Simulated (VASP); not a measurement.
Set up this calculation in VASP 6.6.1, as the native input.

- Task: single point
- Functional: PBE
- Potentials or basis: VASP PAW PBE potentials, release 64 (Si, C)
- Cutoff: 520 eV
- k mesh: 12 × 12 × 4
- Occupations: fermi-dirac, width 0.02 eV
- Spin: no spin polarisation
- Dipole correction: no
- Further INCAR settings: ALGO = Normal; EDIFF = 1e-07; NBANDS = 26

The structure of SiC lies in POSCAR:

```
SiC
1.0
    3.0467794827      0.0000000000      0.0000000000
   -1.5233897414      2.6385884317      0.0000000000
    0.0000000000      0.0000000000      9.9759555582
Si C
4 4
Direct
    0.0000000000      0.0000000000     -0.0001519521
    0.3333333333      0.6666666667      0.2499248829
    0.0000000000      0.0000000000      0.4998480479
    0.6666666667      0.3333333333      0.7499248829
    0.0000000000      0.0000000000      0.1872828160
    0.3333333333      0.6666666667      0.4379442532
    0.0000000000      0.0000000000      0.6872828160
    0.6666666667      0.3333333333      0.9379442532
```

This cell differs from its parent crystal: strain -1.0%.

One way to write it, as run:

INCAR

```
PREC     = Accurate       # precision mode
ENCUT    = 520            # plane-wave cutoff, eV
EDIFF    = 1E-7           # SCF threshold, eV
ISMEAR   = -1             # smearing method
SIGMA    = 0.02           # smearing width, eV
LREAL    = False          # projectors in reciprocal space
LASPH    = True           # aspherical terms in the spheres
NELM     = 80             # most SCF steps
ALGO     = Normal         # electronic algorithm
ISIF     = 2              # what is computed and relaxed
LWAVE    = False          # write WAVECAR
LCHARG   = False          # write CHGCAR
GGA      = PE             # functional
NBANDS   = 26             # bands
```

KPOINTS

```
regular mesh
0
Gamma
  12 12 4
```

Potentials or basis: VASP PAW PBE potentials, release 64 (Si, C).

The run is started by

```console
$ cat potpaw_PBE.64/Si/POTCAR potpaw_PBE.64/C/POTCAR > POTCAR
$ mpirun -np 1 vasp_std > vasp.out
```

It gave:

```yaml
Pressure: 10.7 GPa
Largest_force: 0.009 eV/Å
Band_gap_on_the_k_mesh: 2.23 eV, indirect (least direct gap 3.36 eV)
```

Caveat: the cell differs from its parent crystal (strain -1.0%).

Run time: 49 s on 1 thread of Intel(R) Xeon(R) 6975P-C (Granite Rapids) (shared host), peak memory 0.24 GiB.
